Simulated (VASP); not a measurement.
Crystal: Ta.

```
Ta
1.0
    -1.65128    1.65128    1.65128
     1.65128   -1.65128    1.65128
     1.65128    1.65128   -1.65128
Ta
1
Cartesian
  0.0000 0.0000 0.0000
```

* Program: VASP 6.6.1
* Task: relaxation of cell and atoms
* Functional: LDA
* Potentials or basis: VASP PAW LDA potentials, release 64 (Ta_pv)
* Cutoff: 600 eV
* k mesh: 11 × 11 × 11
* Occupations: fermi-dirac, width 0.05 eV
* Spin: no spin polarisation

At the start: pressure -8.6 GPa; volume 18.01 Å³/atom.

Where does the relaxation end?

Over 4 steps the energy falls by 20.3 meV/atom and the volume is 17.29 Å³/atom (-4.0 %); space group Im-3m (No. 229, to 0.05 Å).

The path:
| step | energy change (eV) | largest force (eV/Å) | pressure (GPa) | volume (Å³) |
| --- | --- | --- | --- | --- |
| 1 | 0.0000 | 0.0000 | -8.63 | 18.01 |
| 2 | 0.1176 | 0.0000 | 28.53 | 15.60 |
| 3 | -0.0203 | 0.0000 | -0.38 | 17.31 |
| 4 | -0.0203 | 0.0000 | -0.04 | 17.29 |

Final structure:
```yaml
crystal:
  lattice:
    - [-1.62882, 1.62882, 1.62882]
    - [1.62882, -1.62882, 1.62882]
    - [1.62882, 1.62882, -1.62882]
  atoms:
    - { symbol: Ta, position: [0.00000, 0.00000, 0.00000] }
```
